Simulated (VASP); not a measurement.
# TaN (Fm-3m) in VASP: notebook

The runs below take TaN through single point, with PBEsol.

Everything below comes from runs of VASP 6.6.1. Logs are shortened: lines on timing, memory, paths and dates and some standing lists are left out, and cuts for length are marked.

## (1) The cell of the first run

Symmetry: Fm-3m, No. 225, cubic system. Conventional cell: a = 4.358 Å, b = 4.358 Å, c = 4.358 Å, α = 90.00°, β = 90.00°, γ = 90.00°. Within 2.9 Å of Ta (site symmetry m-3m) lie 6 N at 2.18 Å. Within 2.9 Å of N (site symmetry m-3m) lie 6 Ta at 2.18 Å.

## (2) Single point, PBEsol

INCAR

```
PREC     = Accurate       # precision mode
ENCUT    = 520            # plane-wave cutoff, eV
EDIFF    = 1E-6           # SCF threshold, eV
ISMEAR   = 0              # smearing method
SIGMA    = 0.3            # smearing width, eV
LREAL    = F              # projectors in reciprocal space
LASPH    = T              # aspherical terms in the spheres
NELM     = 60             # most SCF steps
ALGO     = Normal         # electronic algorithm
ISIF     = 2              # what is computed and relaxed
LWAVE    = F              # write WAVECAR
LCHARG   = F              # write CHGCAR
GGA      = PS             # functional
NBANDS   = 15             # bands
```

KPOINTS

```
regular mesh
0
Gamma
  13 13 13
```

POSCAR

```
TaN
1.0
    0.0000000000      2.1790000000      2.1790000000
    2.1790000000      0.0000000000      2.1790000000
    2.1790000000      2.1790000000      0.0000000000
Ta N
1 1
Direct
    0.5000000000      0.5000000000      0.5000000000
    0.0000000000      0.0000000000      0.0000000000
```

Potentials or basis: VASP PAW PBE potentials, release 64 (Ta_pv, N).

Run with:

```console
cat potpaw_PBE.64/Ta_pv/POTCAR potpaw_PBE.64/N/POTCAR > POTCAR
mpirun -np 1 vasp_std > vasp.out
```

OUTCAR:

```text
PREC = Accurate
   ENCUT = 520
   EDIFF = 1E-6
   ISMEAR = 0
   LREAL = F
   LASPH = T
   NELM = 60
   ISIF = 2
   GGA = PS

 ion  position               nearest neighbor table
   1  0.500  0.500  0.500-   2 2.18   2 2.18   2 2.18   2 2.18   2 2.18   2 2.18
   2  0.000  0.000  0.000-   1 2.18   1 2.18   1 2.18   1 2.18   1 2.18   1 2.18

  LATTYP: Found a face centered cubic cell.
 ALAT       =     4.3580000000

  Lattice vectors:

 A1 = (   0.0000000000,   2.1790000000,   2.1790000000)
 A2 = (   2.1790000000,   0.0000000000,   2.1790000000)
 A3 = (   2.1790000000,   2.1790000000,   0.0000000000)

Analysis of symmetry for initial positions (statically):
=====================================================================
 Subroutine PRICEL returns:
 Original cell was already a primitive cell.

 Routine SETGRP: Setting up the symmetry group for a
 face centered cubic supercell.

 Subroutine GETGRP returns: Found 48 space group operations
 (whereof 48 operations were pure point group operations)
 out of a pool of 48 trial point group operations.

The static configuration has the point symmetry O_h .

Analysis of symmetry for dynamics (positions and initial velocities):
=====================================================================
 Subroutine PRICEL returns:
 Original cell was already a primitive cell.

 Routine SETGRP: Setting up the symmetry group for a
 face centered cubic supercell.

 Subroutine GETGRP returns: Found 48 space group operations
 (whereof 48 operations were pure point group operations)
 out of a pool of 48 trial point group operations.

The dynamic configuration has the point symmetry O_h .

 Subroutine INISYM returns: Found 48 space group operations
 (whereof 48 operations are pure point group operations),
 and found     1 'primitive' translations

----------------------------------------------------------------------------------------

                                     Primitive cell

  volume of cell :      20.6920

  direct lattice vectors                    reciprocal lattice vectors
     0.000000000  2.179000000  2.179000000    -0.229463056  0.229463056  0.229463056
     2.179000000  0.000000000  2.179000000     0.229463056 -0.229463056  0.229463056
     2.179000000  2.179000000  0.000000000     0.229463056  0.229463056 -0.229463056

  length of vectors
     3.081571352  3.081571352  3.081571352     0.397441672  0.397441672  0.397441672

  position of ions in fractional coordinates (direct lattice)
     0.500000000  0.500000000  0.500000000
     0.000000000  0.000000000  0.000000000

  ion indices of the primitive-cell ions
   primitive index   ion index
                 1           1
                 2           2

----------------------------------------------------------------------------------------

 KPOINTS: regular mesh

Automatic generation of k-mesh.
 Grid dimensions read from file:
 generate k-points for:   13   13   13

 Generating k-lattice:

  Cartesian coordinates                     Fractional coordinates (reciprocal lattice)
    -0.017651004  0.017651004  0.017651004     0.076923077  0.000000000  0.000000000
     0.017651004 -0.017651004  0.017651004     0.000000000  0.076923077  0.000000000
     0.017651004  0.017651004 -0.017651004     0.000000000  0.000000000  0.076923077

  Length of vectors
     0.030572436  0.030572436  0.030572436

  Shift w.r.t. Gamma in fractional coordinates (k-lattice)
     0.000000000  0.000000000  0.000000000

 Subroutine IBZKPT returns following result:
 ===========================================

 Found     84 irreducible k-points:

 Following reciprocal coordinates:
            Coordinates               Weight
  0.000000  0.000000  0.000000      1.000000
  0.076923  0.000000  0.000000      8.000000
  0.153846  0.000000  0.000000      8.000000
  0.230769  0.000000  0.000000      8.000000
  0.307692  0.000000  0.000000      8.000000
  0.384615  0.000000  0.000000      8.000000
[... 16 lines left out ...]
  0.384615  0.153846  0.000000     24.000000
  0.461538  0.153846  0.000000     24.000000
 [... further k-points ...]
   k-points           NKPTS =     84   k-points in BZ     NKDIM =     84   number of bands    NBANDS=     15
   number of dos      NEDOS =    301   number of ions     NIONS =      2
   total plane-waves  NPLWV =  13824
   dimension x,y,z NGX =    24 NGY =   24 NGZ =   24
   dimension x,y,z NGXF=    48 NGYF=   48 NGZF=   48
   ions per type =               1   1
   NGX,Y,Z   is equivalent  to a cutoff of  12.95, 12.95, 12.95 a.u.
   NGXF,Y,Z  is equivalent  to a cutoff of  25.90, 25.90, 25.90 a.u.
 SYSTEM =  unknown system
   PREC   = accura    normal or accurate (medium, high low for compatibility)
   ISTART =      0    job   : 0-new  1-cont  2-samecut
   ICHARG =      2    charge: 1-file 2-atom 10-const
   ISPIN  =      1    spin polarized calculation?
   LNONCOLLINEAR =      F non collinear calculations
   LSORBIT =      F    spin-orbit coupling
   LASPH  =      T    aspherical Exc in radial PAW
   ENCUT  =  520.0 eV  38.22 Ry    6.18 a.u.   5.73  5.73  5.73*2*pi/ulx,y,z
   NELM   =     60;   NELMIN=  2; NELMDL= -5     # of ELM steps
   EDIFF  = 0.1E-05   stopping-criterion for ELM
   LREAL  =      F    real-space projection
   EDIFFG = 0.1E-04   stopping-criterion for IOM
   NSW    =      0    number of steps for IOM
   IBRION =     -1    ionic relax: 0-MD 1-quasi-New 2-CG
   NFREE  =      0    steps in history (QN), initial steepest desc. (CG)
   ISIF   =      2    stress and relaxation
   ISYM   =      2    0-nonsym 1-usesym 2-fastsym
   POTIM  = 0.5000    time-step for ionic-motion
   TEBEG  =    0.0;   TEEND  =   0.0 temperature during run
   PSTRESS=    0.0 pullay stress
   NELECT =      16.0000    total number of electrons
   NUPDOWN=      -1.0000    fix difference up-down
   EMIN   =  10.00;   EMAX   =-10.00  energy-range for DOS
   EFERMI =   0.00;   METHOD = LEGACY
   ISMEAR =     0;   SIGMA  =   0.30  broadening in eV -4-tet -1-fermi 0-gaus
   EFERMI_NEDOS =   21; number of points for ismear=-14 and -15
   IALGO  =     38    algorithm
   IMIX   =      4    mixing-type and parameters
     AMIX     =   0.40;   BMIX     =  1.00
     AMIX_MAG =   1.60;   BMIX_MAG =  1.00
  volume/ion in A,a.u.               =      10.35        69.82
  Fermi-wavevector in a.u.,A,eV,Ry     =   1.502615  2.839530 30.719922  2.257851
  Thomas-Fermi vector in A             =   2.613832
   LORBIT       =      0    0 simple, 1 ext, 2 COOP (PROOUT), +10 PAW based schemes
   GGA     = PS    functional components
   LHFCALC =     F    Hartree Fock is set to
   AEXX    =    0.0000 exact exchange contribution
   IVDW    =     0    specifies the selected vdW correction
   LEPSILON=     F    determine dielectric tensor
   LRPA    =     F    only Hartree local field effects (RPA)
 non-spin polarized calculation
 Gauss-broadening in eV      SIGMA  =   0.30
  energy-cutoff  :      520.00
  volume of cell :       20.69
 maximum number of plane-waves:       568
   NGX = 11   NGY = 11   NGZ = 11

 number of electron      16.0000000 magnetization

 Free energy of the ion-electron system (eV)
  ---------------------------------------------------
  ext. energy  EPLUGINS =         0.00000000
  ---------------------------------------------------
  free energy    TOTEN  =       -23.22731351 eV

  energy without entropy =      -23.19620101  energy(sigma->0) =      -23.21175726

 E-fermi :   9.6972     XC(G=0): -13.7397

 val. band max:        9.5907209721   @ k =   0.2308   0.1538   0.0769
 cond. band min:       9.7206150182   @ k =   0.0000   0.0000   0.0000
 fundamental gap:      0.1298940461
 Fermi energy:         9.6971520617

 k-point     1 :       0.0000    0.0000    0.0000
  band No.  band energies     occupation
      1     -25.9633      2.00000
      2     -25.9633      2.00000
      3     -25.9633      2.00000
      4      -9.3455      2.00000
      5       5.8160      2.00000
      6       5.8160      2.00000
      7       5.8160      2.00000
      8       7.4817      2.00000
      9       7.4817      2.00000
     10       7.4817      2.00000
     11       9.7206      0.91193
     12       9.7206      0.91193
     13      11.4699      0.00000
     14      19.0738      0.00000
     15      22.1165      0.00000

 k-point     2 :       0.0769    0.0000    0.0000
  band No.  band energies     occupation
      1     -26.0229      2.00000
      2     -25.9686      2.00000
      3     -25.9686      2.00000
      4      -9.1921      2.00000
      5       5.0650      2.00000
      6       5.2994      2.00000
      7       5.2994      2.00000
      8       7.7207      2.00000
      9       7.7207      2.00000
     10       7.8120      2.00000
     11      10.3279      0.00295
     12      10.3279      0.00295
     13      11.8982      0.00000
     14      19.5350      0.00000
     15      22.1161      0.00000

 k-point     3 :       0.1538    0.0000    0.0000
  band No.  band energies     occupation
      1     -26.1844      2.00000
      2     -25.9832      2.00000
      3     -25.9832      2.00000
      4      -8.7579      2.00000
      5       3.6792      2.00000
      6       4.3486      2.00000
      7       4.3486      2.00000
      8       8.2442      2.00000
      9       8.2621      2.00000
     10       8.2621      2.00000
     11      11.6983      0.00000
     12      11.6983      0.00000
     13      12.9202      0.00000
     14      20.7561      0.00000
     15      22.1151      0.00000
[... 343 lines left out ...]
 k-point    23 :       0.3846    0.1538    0.0000
  band No.  band energies     occupation
      1     -26.6645      2.00000
      2     -26.1168      2.00000
      3     -26.1071      2.00000
      4      -7.2101      2.00000
      5       0.6336      2.00000
      6       2.6301      2.00000
      7       3.1787      2.00000
      8       7.7623      2.00000
      9      11.5769      0.00000
     10      11.6556      0.00000
     11      13.9128      0.00000
     12      14.2948      0.00000
     13      17.5636      0.00000
     14      21.5434      0.00000
     15      22.1853      0.00000

 k-point    24 :       0.4615    0.1538    0.0000
  band No.  band energies     occupation
      1     -26.7879      2.00000
      2     -26.1571      2.00000
      3     -26.1087      2.00000
      4      -6.7535      2.00000
      5       0.0992      2.00000
      6       2.2579      2.00000
      7       2.6296      2.00000
      8       8.7616      1.99999
      9      12.0038      0.00000
     10      12.0714      0.00000
     11      14.8698      0.00000
     12      15.4508      0.00000
     13      17.7769      0.00000
     14      20.5599      0.00000
     15      22.1479      0.00000

 [... further k-points ...]
[... 5 lines left out ...]
  --------------------------------------------------------------------------------------
  -------------------------------------------------------------------------------------
  Total        0.7220803      0.7220803      0.7220803      0.0000000      0.0000000     -0.0000000
  in kB       55.9106298     55.9106298     55.9106298      0.0000000      0.0000000     -0.0000000
  external PRESSURE =      55.9106298 kB  Pullay stress =       0.0000000 kB

 VOLUME and BASIS-vectors are now :
 -----------------------------------------------------------------------------
  energy-cutoff  :      520.00
  volume of cell :       20.69
      direct lattice vectors                 reciprocal lattice vectors
     0.000000000  2.179000000  2.179000000    -0.229463056  0.229463056  0.229463056
     2.179000000  0.000000000  2.179000000     0.229463056 -0.229463056  0.229463056
     2.179000000  2.179000000  0.000000000     0.229463056  0.229463056 -0.229463056

 POSITION                                       TOTAL-FORCE (eV/Angst)
 -----------------------------------------------------------------------------------
      2.17900      2.17900      2.17900        -0.000000     -0.000000      0.000000
      0.00000      0.00000      0.00000         0.000000      0.000000     -0.000000
 -----------------------------------------------------------------------------------
    total drift:                                0.000000     -0.000000     -0.000000

  FREE ENERGIE OF THE ION-ELECTRON SYSTEM (eV)
  ---------------------------------------------------
  free  energy   TOTEN  =       -23.2273135067 eV

  energy  without entropy=      -23.1962010051  energy(sigma->0) =      -23.21175726
```

Wall time 11 s (1 thread of Intel Xeon 6975P-C (Granite Rapids), shared host); peak memory 0.15 GiB.

Results:

- Free energy: -23.2273 eV
- Pressure: 5.6 GPa
- Band gap on the k mesh: zero (band 8 reaches 11.53 eV, above the bottom of band 9 at 7.48 eV)

Caveat: the PAW data sets were made with another functional, which shifts forces and pressure a little; spin-orbit coupling is left out, which moves the levels of the heavy elements.

(Continued in part 2 of 3.)
